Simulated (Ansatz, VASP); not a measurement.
**One calculation of Hf2SeS3, two programs**

```
CELL_PARAMETERS angstrom
6.59858 0.00000 0.00000
-3.29929 5.71454 0.00000
0.00000 0.00000 3.36834
ATOMIC_POSITIONS crystal
Hf 0.33333 0.66667 0.00000
Hf 0.66667 0.33333 0.00000
Se 0.00000 0.00000 0.00000
S 0.50000 0.00000 0.50000
S 0.50000 0.50000 0.50000
S 0.00000 0.50000 0.50000
```

Change from the starting cell: species swapped into the ZrCo3B2 type (P6/mmm, No. 191).

Alike in both runs: functional PBE; k mesh 3 × 3 × 6; occupations gaussian, width 0.1 eV; no spin polarisation.

Ansatz relaxed the structure, and its values are those at the end. VASP's run is a single point on that final structure, the one shown.

|  | VASP | Ansatz |
| --- | --- | --- |
| version | VASP 6.6.1 | Ansatz 0.2.0 |
| potentials or method | VASP PAW PBE potentials, release 64 (Hf_pv, Se, S), cutoff 520 eV | scalar-relativistic, plane waves, PAW |
| valence electrons in the cell | 44 | 86 |

Ansatz gave:

- gap on the k mesh at the Fermi level (eV): none
- pressure (GPa): 0.0

Task: Estimate VASP's values.

Result: gap on the k mesh at the Fermi level (eV): none; pressure (GPa): -0.7.

A gap of «none» marks a metal or a gap that the smearing closes. The functional is the same, so the differences come from potentials, cutoffs and numerics. VASP's potentials hold 44 valence electrons a cell and Ansatz's 86, so a difference there can come from the potentials and not from the codes.

The k mesh is coarse, so the values compare programs but aren't converged. Spin-orbit coupling is off throughout.
